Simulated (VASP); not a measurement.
A run of VASP 6.6.1:

File INCAR:

```
SYSTEM = CdTe
PREC     = Accurate       ! precision mode
ENCUT    = 520            ! plane-wave cutoff, eV
EDIFF    = 1E-7           ! SCF threshold, eV
ISMEAR   = 0              ! smearing method
SIGMA    = 0.05           ! smearing width, eV
LREAL    = .False.        ! projectors in reciprocal space
LASPH    = .True.         ! aspherical terms in the spheres
NELM     = 100            ! most SCF steps
ALGO     = Normal         ! electronic algorithm
ISIF     = 2              ! what is computed and relaxed
LWAVE    = .False.        ! write WAVECAR
LCHARG   = .False.        ! write CHGCAR
LDIPOL   = .True.       
IDIPOL   = 3            
DIPOL    = 0.5 0.5 0.500
GGA      = PS             ! functional
NBANDS   = 66             ! bands
```

KPOINTS

```
Automatic mesh
0
Gamma
  6 4 1
  0 0 0
```

POSCAR

```
CdTe
1.0
    4.5886583505      0.0000000000      0.0000000000
    0.0000000000      6.4893428723      0.0000000000
    0.0000000000      0.0000000000     26.4716458762
Cd Te
6 6
Direct
    0.5000000000      0.5000000000      0.2833220131
    0.0000000000      0.0000000000      0.3699932079
    0.5000000000      0.5000000000      0.4566644026
    0.0000000000      0.0000000000      0.5433355974
    0.5000000000      0.5000000000      0.6300067921
    0.0000000000      0.0000000000      0.7166779869
    0.0000000000      0.7500000000      0.2833220131
    0.5000000000      0.2500000000      0.3699932079
    0.0000000000      0.7500000000      0.4566644026
    0.5000000000      0.2500000000      0.5433355974
    0.0000000000      0.7500000000      0.6300067921
    0.5000000000      0.2500000000      0.7166779869
```

Potentials or basis: VASP PAW PBE potentials, release 64 (Cd, Te).

The run is started by

```bash
$ cat potpaw_PBE.64/Cd/POTCAR potpaw_PBE.64/Te/POTCAR > POTCAR
$ mpirun -np 1 vasp_std > vasp.out
```

Hardware: 1 thread of AMD EPYC 7R43 64-Core Processor (Zen 3) (shared host).

Q: How long does it take, and how much memory?

A: Run time: 19 min on 1 thread of AMD EPYC 7R43 64-Core Processor (Zen 3), with other jobs on the host, peak memory 0.91 GiB. Counts: scf iterations 26, k points 12.
